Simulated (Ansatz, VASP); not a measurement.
## Ge2Sb2Te5: VASP beside Ansatz

```xyz
9
Lattice="4.2236 0.0000 0.0000 -2.1118 3.6577 0.0000 0.0000 0.0000 16.8783" Properties=species:S:1:pos:R:3 pbc="T T T"
Ge    0.0000    2.4385   15.1853
Ge    2.1118    1.2192    1.6930
Sb    0.0000    0.0000   11.5286
Sb    0.0000    0.0000    5.3497
Te    0.0000    0.0000    0.0000
Te    2.1118    1.2192   13.5281
Te    0.0000    2.4385    3.3502
Te    0.0000    2.4385    9.8076
Te    2.1118    1.2192    7.0707
```

Alike in both runs: functional PBEsol; k mesh 9 × 9 × 2; occupations gaussian, width 0.01 eV; no spin polarisation.

Ansatz relaxed the structure, and its values are those at the end. VASP's run is a single point on that final structure, the one shown.

|  | VASP | Ansatz |
| --- | --- | --- |
| version | VASP 6.6.1 | Ansatz 0.2.0 |
| potentials or method | VASP PAW PBE potentials, release 64 (Ge_d, Sb, Te), cutoff 520 eV | scalar-relativistic, plane waves, PAW |
| valence electrons in the cell | 68 | 138 |

|  | VASP | Ansatz | Ansatz less VASP |
| --- | --- | --- | --- |
| gap on the k mesh at the Fermi level (eV) | 0.14 | 0.15 | +0.010 |
| least direct gap on the mesh (eV) | 0.14 | 0.15 | +0.010 |
| pressure (GPa) | 0.1 | 0.0 | -0.06 |
| rms of the force components (eV/Å) | 0.012 | 0.000 | -0.0120 |

VASP's potentials were made for PBE, not for PBEsol, and Ansatz warns of the same on its side. With one functional, cell and mesh, what is left measures potentials, basis and numerics. VASP's potentials hold 68 valence electrons a cell and Ansatz's 138, so a difference there can come from the potentials and not from the codes.

Neither program's run includes spin-orbit coupling.
